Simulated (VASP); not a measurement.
Set up this calculation in VASP 6.6.1, as the native input.

- Task: single point
- Functional: PBE
- Potentials or basis: VASP PAW PBE potentials, release 64 (N_h, W_sv)
- Cutoff: 910 eV
- k mesh: 5 × 5 × 5
- Occupations: fermi-dirac, width 0.1 eV
- Spin: collinear spin
- Starting moments: [0.0, 0.0, 0.0, 0.0, 1.0, 1.0, 1.0] μB
- Dipole correction: no
- Further INCAR settings: ALGO = Normal; EDIFF = 1e-06; NBANDS = 44

The structure of W3N4 lies in POSCAR:

```
W3N4
1.0
    4.1220000000      0.0000000000      0.0000000000
    0.0000000000      4.1220000000      0.0000000000
    0.0000000000      0.0000000000      4.1220000000
N W
4 3
Direct
    0.5000000000      0.5000000000      0.5000000000
    0.5000000000      0.0000000000      0.0000000000
    0.0000000000      0.5000000000      0.0000000000
    0.0000000000      0.0000000000      0.5000000000
    0.5000000000      0.5000000000      0.0000000000
    0.0000000000      0.5000000000      0.5000000000
    0.5000000000      0.0000000000      0.5000000000
```

These files were run (other wordings do the same):

INCAR

```
PREC     = Accurate       # precision mode
ENCUT    = 910            # plane-wave cutoff, eV
EDIFF    = 1E-6           # SCF threshold, eV
ISMEAR   = -1             # smearing method
SIGMA    = 0.1            # smearing width, eV
LREAL    = F              # projectors in reciprocal space
LASPH    = T              # aspherical terms in the spheres
NELM     = 200            # most SCF steps
ALGO     = Normal         # electronic algorithm
ISIF     = 2              # what is computed and relaxed
LWAVE    = F              # write WAVECAR
LCHARG   = F              # write CHGCAR
ISPIN    = 2              # spin polarisation
MAGMOM   = 0 0 0 0 1 1 1  # initial moments
LORBIT   = 11             # projections on sites
LMAXMIX  = 4              # l up to which the mixer works
GGA      = PE             # functional
NBANDS   = 44             # bands
GGA_COMPAT= F
```

KPOINTS

```
regular mesh
0
Gamma
  5 5 5
```

Potentials or basis: VASP PAW PBE potentials, release 64 (N_h, W_sv).

Command:

```bash
$ cat potpaw_PBE.64/N_h/POTCAR potpaw_PBE.64/W_sv/POTCAR > POTCAR
$ mpirun -np 1 vasp_std > vasp.out
```

Results of the run:

```json
{"Pressure": "28.2 GPa", "Band gap on the k mesh": "zero (filled and empty bands overlap)", "Net moment": "0.00 μB per cell", "Valence electrons inside the program's atomic spheres": "N 2.30, 2.24 (each value once); W 12.20"}
```

Caveat: the cutoff is under 1.25 times the usual one of these potentials, so pressure, stress and relaxed cells hold a basis-set (Pulay) error; the cell stands under pressure; spin-orbit coupling is left out, which moves the levels of the heavy elements.

Wall time 97 s on 1 thread of Intel(R) Xeon(R) 6975P-C (Granite Rapids), on a shared host, peak memory 0.36 GiB.
